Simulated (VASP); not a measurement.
Wanted: the native input for a VASP 6.6.1 run.

| Property | Result |
| --- | --- |
| Task | single point |
| Functional | r2SCAN |
| Potentials or basis | VASP PAW PBE potentials, release 64 (Pb_d, S) |
| Cutoff | 520 eV |
| k mesh | 8 × 8 × 8 |
| Occupations | gaussian, width 0.037 eV |
| Spin | no spin polarisation |
| Dipole correction | no |
| Further INCAR settings | ALGO = Normal; EDIFF = 1e-07; NBANDS = 17 |

Crystal: PbS.

```
Pb S
1.0
     0.00000    2.95755    2.95755
     2.95755    0.00000    2.95755
     2.95755    2.95755    0.00000
Pb S
1 1
Direct
  0.00000 0.00000 0.00000
  0.50000 0.50000 0.50000
```

One way to write it, as run:

POSCAR

```
PbS
1.0
    0.0000000000      2.9575520000      2.9575520000
    2.9575520000      0.0000000000      2.9575520000
    2.9575520000      2.9575520000      0.0000000000
Pb S
1 1
Direct
    0.0000000000      0.0000000000      0.0000000000
    0.5000000000      0.5000000000      0.5000000000
```

INCAR.step1

```
SYSTEM = PbS
ALGO = Normal
EDIFF = 1E-4
ENCUT = 520
GGA = PE
ISMEAR = 0
LASPH = .True.
LCHARG = .False.
LREAL = .False.
LWAVE = .True.
NBANDS = 17
NELM = 80
PREC = Accurate
SIGMA = 0.037
```

INCAR.step2

```
SYSTEM = PbS
ALGO = Normal
EDIFF = 1E-7
ENCUT = 520
ISIF = 2
ISMEAR = 0
ISTART = 1
LASPH = .True.
LCHARG = .False.
LMIXTAU = .True.
LREAL = .False.
LWAVE = .False.
METAGGA = R2SCAN
NBANDS = 17
NELM = 80
PREC = Accurate
SIGMA = 0.037
```

KPOINTS

```
k-points
0
Gamma
  8 8 8
  0 0 0
```

Potentials or basis: VASP PAW PBE potentials, release 64 (Pb_d, S).

Command:

```console
$ cat potpaw_PBE.64/Pb_d/POTCAR potpaw_PBE.64/S/POTCAR > POTCAR
$ cp INCAR.step1 INCAR
$ mpirun -np 1 vasp_std > vasp.out
$ cp INCAR.step2 INCAR
$ mpirun -np 1 vasp_std > vasp.out
```

Results of the run:

```yaml
Pressure: 1.8 GPa
Band_gap_on_the_k_mesh: 0.59 eV, direct
```

Caveat: the PAW data sets were made with another functional, which shifts forces and pressure a little; spin-orbit coupling is left out, which moves the levels of the heavy elements.

Wall time 90 s on 1 thread of AMD EPYC 7R43 64-Core Processor (Zen 3) (shared host), peak memory 0.16 GiB.
